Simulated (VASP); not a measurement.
# WC (I4/mmm) in VASP: notebook

WC is run at these levels: PBEsol; tasks: single point.

All numbers are computed with VASP 6.6.1; they aren't measurements. Logs are shortened: lines on timing, memory, paths and dates and some standing lists are left out, and cuts for length are marked.

### 1 The cell of the first run

It takes space group I4/mmm (No. 139, tetragonal). The conventional cell has a = 2.853 Å, b = 2.853 Å, c = 4.561 Å, α = 90.00°, β = 90.00°, γ = 90.00°. W (site symmetry 4/mmm) has 6 C at 2.02 to 2.28 Å within 2.7 Å. Within 2.7 Å of C (site symmetry 4/mmm) lie 6 W at 2.02 to 2.28 Å.

### 2 Single point, PBEsol (strain -0.080 along x and y, +0.040 along z)

INCAR reads:

```
PREC     = Accurate       # precision mode
ENCUT    = 520            # plane-wave cutoff, eV
EDIFF    = 1E-6           # SCF threshold, eV
ISMEAR   = 0              # smearing method
SIGMA    = 0.15           # smearing width, eV
LREAL    = F              # projectors in reciprocal space
LASPH    = T              # aspherical terms in the spheres
NELM     = 80             # most SCF steps
ALGO     = Normal         # electronic algorithm
ISIF     = 2              # what is computed and relaxed
LWAVE    = F              # write WAVECAR
LCHARG   = T              # write CHGCAR
GGA      = PS             # functional
LELF     = T              # ELF
LVHAR    = T            
NBANDS   = 16             # bands
```

KPOINTS reads:

```
regular mesh
0
Gamma
  18 18 18
```

POSCAR reads:

```
WC
1.0
    0.0000000000      2.0172692800      2.2803913600
    2.0172692800      0.0000000000      2.2803913600
    2.0172692800      2.0172692800      0.0000000000
W C
1 1
Direct
    0.0000000000      0.0000000000      0.0000000000
    0.5000000000      0.5000000000      0.5000000000
```

Potentials or basis: VASP PAW PBE potentials, release 64 (W_sv, C).

Started as:

```console
$ cat potpaw_PBE.64/W_sv/POTCAR potpaw_PBE.64/C/POTCAR > POTCAR
$ mpirun -np 1 vasp_std > vasp.out
```

OUTCAR:

```text
PREC = Accurate
   ENCUT = 520
   EDIFF = 1E-6
   ISMEAR = 0
   LREAL = F
   LASPH = T
   NELM = 80
   ISIF = 2
   GGA = PS

 ion  position               nearest neighbor table
   1  0.000  0.000  0.000-   2 2.02   2 2.02   2 2.02   2 2.02   2 2.28   2 2.28
   2  0.500  0.500  0.500-   1 2.02   1 2.02   1 2.02   1 2.02   1 2.28   1 2.28

  LATTYP: Found a body centered tetragonal cell.
 ALAT       =     2.8528495747
 C/A-ratio  =     1.5986762009

  Lattice vectors:

 A1 = (  -2.0172692800,   0.0000000000,   2.2803913600)
 A2 = (   2.0172692800,   0.0000000000,   2.2803913600)
 A3 = (   0.0000000000,   2.0172692800,  -2.2803913600)

Analysis of symmetry for initial positions (statically):
=====================================================================
 Subroutine PRICEL returns:
 Original cell was already a primitive cell.

 Routine SETGRP: Setting up the symmetry group for a
 body centered tetragonal supercell.

 Subroutine GETGRP returns: Found 16 space group operations
 (whereof 16 operations were pure point group operations)
 out of a pool of 16 trial point group operations.

The static configuration has the point symmetry D_4h.

Analysis of symmetry for dynamics (positions and initial velocities):
=====================================================================
 Subroutine PRICEL returns:
 Original cell was already a primitive cell.

 Routine SETGRP: Setting up the symmetry group for a
 body centered tetragonal supercell.

 Subroutine GETGRP returns: Found 16 space group operations
 (whereof 16 operations were pure point group operations)
 out of a pool of 16 trial point group operations.

The dynamic configuration has the point symmetry D_4h.

 Subroutine INISYM returns: Found 16 space group operations
 (whereof 16 operations are pure point group operations),
 and found     1 'primitive' translations

----------------------------------------------------------------------------------------

                                     Primitive cell

  volume of cell :      18.5595

  direct lattice vectors                    reciprocal lattice vectors
     0.000000000  2.017269280  2.280391360    -0.247859820  0.247859820  0.219260610
     2.017269280  0.000000000  2.280391360     0.247859820 -0.247859820  0.219260610
     2.017269280  2.017269280  0.000000000     0.247859820  0.247859820 -0.219260610

  length of vectors
     3.044595228  3.044595228  2.852849575     0.413453982  0.413453982  0.413453982

  position of ions in fractional coordinates (direct lattice)
     0.000000000  0.000000000  0.000000000
     0.500000000  0.500000000  0.500000000

  ion indices of the primitive-cell ions
   primitive index   ion index
                 1           1
                 2           2

----------------------------------------------------------------------------------------

 KPOINTS: regular mesh

Automatic generation of k-mesh.
 Grid dimensions read from file:
 generate k-points for:   18   18   18

 Generating k-lattice:

  Cartesian coordinates                     Fractional coordinates (reciprocal lattice)
    -0.013769990  0.013769990  0.012181145     0.055555556  0.000000000  0.000000000
     0.013769990 -0.013769990  0.012181145     0.000000000  0.055555556  0.000000000
     0.013769990  0.013769990 -0.012181145     0.000000000  0.000000000  0.055555556

  Length of vectors
     0.022969666  0.022969666  0.022969666

  Shift w.r.t. Gamma in fractional coordinates (k-lattice)
     0.000000000  0.000000000  0.000000000

 Subroutine IBZKPT returns following result:
 ===========================================

 Found    480 irreducible k-points:

 Following reciprocal coordinates:
            Coordinates               Weight
  0.000000  0.000000  0.000000      1.000000
  0.055556  0.000000  0.000000      8.000000
  0.111111  0.000000  0.000000      8.000000
  0.166667  0.000000  0.000000      8.000000
  0.222222  0.000000  0.000000      8.000000
  0.277778  0.000000  0.000000      8.000000
[... 16 lines left out ...]
 -0.277778  0.055556  0.000000      8.000000
 -0.222222  0.055556  0.000000      8.000000
 [... further k-points ...]
   k-points           NKPTS =    480   k-points in BZ     NKDIM =    480   number of bands    NBANDS=     16
   number of dos      NEDOS =    301   number of ions     NIONS =      2
   total plane-waves  NPLWV =  13824
   dimension x,y,z NGX =    24 NGY =   24 NGZ =   24
   dimension x,y,z NGXF=    48 NGYF=   48 NGZF=   48
   ions per type =               1   1
   NGX,Y,Z   is equivalent  to a cutoff of  13.10, 13.10, 13.99 a.u.
   NGXF,Y,Z  is equivalent  to a cutoff of  26.21, 26.21, 27.97 a.u.
 SYSTEM =  unknown system
   PREC   = accura    normal or accurate (medium, high low for compatibility)
   ISTART =      0    job   : 0-new  1-cont  2-samecut
   ICHARG =      2    charge: 1-file 2-atom 10-const
   ISPIN  =      1    spin polarized calculation?
   LNONCOLLINEAR =      F non collinear calculations
   LSORBIT =      F    spin-orbit coupling
   LASPH  =      T    aspherical Exc in radial PAW
   ENCUT  =  520.0 eV  38.22 Ry    6.18 a.u.   5.66  5.66  5.30*2*pi/ulx,y,z
   NELM   =     80;   NELMIN=  2; NELMDL= -5     # of ELM steps
   EDIFF  = 0.1E-05   stopping-criterion for ELM
   LREAL  =      F    real-space projection
   EDIFFG = 0.1E-04   stopping-criterion for IOM
   NSW    =      0    number of steps for IOM
   IBRION =     -1    ionic relax: 0-MD 1-quasi-New 2-CG
   NFREE  =      0    steps in history (QN), initial steepest desc. (CG)
   ISIF   =      2    stress and relaxation
   ISYM   =      2    0-nonsym 1-usesym 2-fastsym
   POTIM  = 0.5000    time-step for ionic-motion
   TEBEG  =    0.0;   TEEND  =   0.0 temperature during run
   PSTRESS=    0.0 pullay stress
   NELECT =      18.0000    total number of electrons
   NUPDOWN=      -1.0000    fix difference up-down
   EMIN   =  10.00;   EMAX   =-10.00  energy-range for DOS
   EFERMI =   0.00;   METHOD = LEGACY
   ISMEAR =     0;   SIGMA  =   0.15  broadening in eV -4-tet -1-fermi 0-gaus
   EFERMI_NEDOS =   21; number of points for ismear=-14 and -15
   IALGO  =     38    algorithm
   IMIX   =      4    mixing-type and parameters
     AMIX     =   0.40;   BMIX     =  1.00
     AMIX_MAG =   1.60;   BMIX_MAG =  1.00
  volume/ion in A,a.u.               =       9.28        62.62
  Fermi-wavevector in a.u.,A,eV,Ry     =   1.620479  3.062260 35.728229  2.625951
  Thomas-Fermi vector in A             =   2.714411
   LORBIT       =      0    0 simple, 1 ext, 2 COOP (PROOUT), +10 PAW based schemes
   GGA     = PS    functional components
   LHFCALC =     F    Hartree Fock is set to
   AEXX    =    0.0000 exact exchange contribution
   IVDW    =     0    specifies the selected vdW correction
   LEPSILON=     F    determine dielectric tensor
   LRPA    =     F    only Hartree local field effects (RPA)
 non-spin polarized calculation
 Gauss-broadening in eV      SIGMA  =   0.15
  energy-cutoff  :      520.00
  volume of cell :       18.56
 maximum number of plane-waves:       517
   NGX = 11   NGY = 11   NGZ = 11

 number of electron      18.0000000 magnetization

 Free energy of the ion-electron system (eV)
  ---------------------------------------------------
  ext. energy  EPLUGINS =         0.00000000
  ---------------------------------------------------
  free energy    TOTEN  =       -22.20532256 eV

  energy without entropy =      -22.19573494  energy(sigma->0) =      -22.20052875

 E-fermi :  14.2284     XC(G=0): -14.5355

 val. band max:       14.2262501184   @ k =  -0.3333   0.0556   0.3333
 cond. band min:      14.2334883667   @ k =  -0.2778   0.0556   0.3333
 fundamental gap:      0.0072382483
 Fermi energy:        14.2284175647

 k-point     1 :       0.0000    0.0000    0.0000
  band No.  band energies     occupation
      1     -60.9507      2.00000
      2     -24.9563      2.00000
      3     -24.9563      2.00000
      4     -24.9444      2.00000
      5      -2.6590      2.00000
      6       9.8705      2.00000
[... 8 lines left out ...]
     15      23.9268      0.00000
     16      38.9473      0.00000

 k-point     2 :       0.0556    0.0000    0.0000
  band No.  band energies     occupation
      1     -60.9485      2.00000
      2     -24.9874      2.00000
      3     -24.9564      2.00000
      4     -24.9511      2.00000
      5      -2.5522      2.00000
      6       9.7999      2.00000
[... 8 lines left out ...]
     15      24.1782      0.00000
     16      37.4335      0.00000

 k-point     3 :       0.1111    0.0000    0.0000
  band No.  band energies     occupation
      1     -60.9421      2.00000
      2     -25.0799      2.00000
      3     -24.9665      2.00000
      4     -24.9568      2.00000
      5      -2.2392      2.00000
      6       9.4809      2.00000
[... 8 lines left out ...]
     15      24.8863      0.00000
     16      35.3757      0.00000

 k-point     4 :       0.1667    0.0000    0.0000
  band No.  band energies     occupation
      1     -60.9323      2.00000
      2     -25.2196      2.00000
      3     -24.9895      2.00000
      4     -24.9573      2.00000
      5      -1.7416      2.00000
      6       8.7402      2.00000
[... 8 lines left out ...]
     15      25.9049      0.00000
     16      33.4722      0.00000
[... 324 lines left out ...]
 k-point    22 :      -0.3333    0.0556    0.0000
  band No.  band energies     occupation
      1     -60.8888      2.00000
      2     -25.7995      2.00000
      3     -25.0972      2.00000
      4     -24.9480      2.00000
      5       1.0244      2.00000
      6       5.4453      2.00000
[... 8 lines left out ...]
     15      27.8854      0.00000
     16      30.2316      0.00000

 k-point    23 :      -0.2778    0.0556    0.0000
  band No.  band energies     occupation
      1     -60.8997      2.00000
      2     -25.6627      2.00000
      3     -25.0689      2.00000
      4     -24.9443      2.00000
      5       0.1656      2.00000
      6       6.3921      2.00000
[... 8 lines left out ...]
     15      28.0577      0.00000
     16      30.9692      0.00000

 k-point    24 :      -0.2222    0.0556    0.0000
  band No.  band energies     occupation
      1     -60.9122      2.00000
      2     -25.5008      2.00000
      3     -25.0372      2.00000
      4     -24.9426      2.00000
      5      -0.6387      2.00000
      6       7.3547      2.00000
[... 8 lines left out ...]
     15      27.4116      0.00000
     16      32.4885      0.00000

 [... further k-points ...]

------------------------ aborting loop because EDIFF is reached ----------------------------------------

  FORCE on cell =-STRESS in cart. coord.  units (eV):
  Direction    XX          YY          ZZ          XY          YZ          ZX
  --------------------------------------------------------------------------------------
  -------------------------------------------------------------------------------------
  Total       11.4624478     11.4624478     -0.2341878      0.0000000      0.0000000      0.0000000
  in kB      989.5114430    989.5114430    -20.2165829      0.0000000      0.0000000      0.0000000
  external PRESSURE =     652.9354344 kB  Pullay stress =       0.0000000 kB

 VOLUME and BASIS-vectors are now :
 -----------------------------------------------------------------------------
  energy-cutoff  :      520.00
  volume of cell :       18.56
      direct lattice vectors                 reciprocal lattice vectors
     0.000000000  2.017269280  2.280391360    -0.247859820  0.247859820  0.219260610
     2.017269280  0.000000000  2.280391360     0.247859820 -0.247859820  0.219260610
     2.017269280  2.017269280  0.000000000     0.247859820  0.247859820 -0.219260610

 POSITION                                       TOTAL-FORCE (eV/Angst)
 -----------------------------------------------------------------------------------
      0.00000      0.00000      0.00000         0.000000     -0.000000      0.000000
      2.01727      2.01727      2.28039        -0.000000      0.000000      0.000000
 -----------------------------------------------------------------------------------
    total drift:                                0.000000     -0.000000     -0.000000

  FREE ENERGIE OF THE ION-ELECTRON SYSTEM (eV)
  ---------------------------------------------------
  free  energy   TOTEN  =       -22.2053225586 eV

  energy  without entropy=      -22.1957349429  energy(sigma->0) =      -22.20052875
```

Wall time 68 s (1 thread of Intel Xeon 6975P-C, shared host); peak memory 0.26 GiB.

Results:

```yaml
Free_energy: -22.2053 eV
Pressure: 65.3 GPa
Band_gap_on_the_k_mesh: zero (band 9 reaches 15.40 eV, above the bottom of band 10 at 11.86 eV)
```

Caveat: the cell differs from its parent crystal (strain -0.080 along x and y, +0.040 along z); the PAW data sets were made with another functional, which shifts forces and pressure a little; spin-orbit coupling is left out, which moves the levels of the heavy elements.

(Part 1 of 2 ends here.)
